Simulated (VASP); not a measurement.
A run of VASP 6.6.1 is set up as follows.

Contents of INCAR:

```
SYSTEM = Pt
PREC = Accurate
ENCUT = 520
EDIFF = 1E-6
ISMEAR = 0
SIGMA = 0.15
LREAL = .FALSE.
LASPH = .TRUE.
NELM = 80
ALGO = Normal
ISIF = 2
LWAVE = .FALSE.
LCHARG = .FALSE.
GGA = CA
NBANDS = 11
```

Contents of KPOINTS:

```
Automatic mesh
0
G
  22 22 22
  0 0 0
```

File POSCAR:

```
Pt
1.0
    0.0000000000      1.9850129751      1.9850129751
    1.9850129751      0.0000000000      1.9850129751
    1.9850129751      1.9850129751      0.0000000000
Pt
1
Direct
    0.0000000000      0.0000000000      0.0000000000
```

Potentials or basis: VASP PAW LDA potentials, release 64 (Pt).

Launch:

```sh
$ cat potpaw_LDA.64/Pt/POTCAR > POTCAR
$ mpirun -np 1 vasp_std > vasp.out
```

Question: Estimate the band gap on the k mesh.

Answer: Zero (bands 5 and 6 overlap by 2.09 eV).

Question: Estimate the pressure.

Answer: -14.6 GPa.

Caveat: the cell stands under tension; spin-orbit coupling is left out, which moves the levels of the heavy elements.
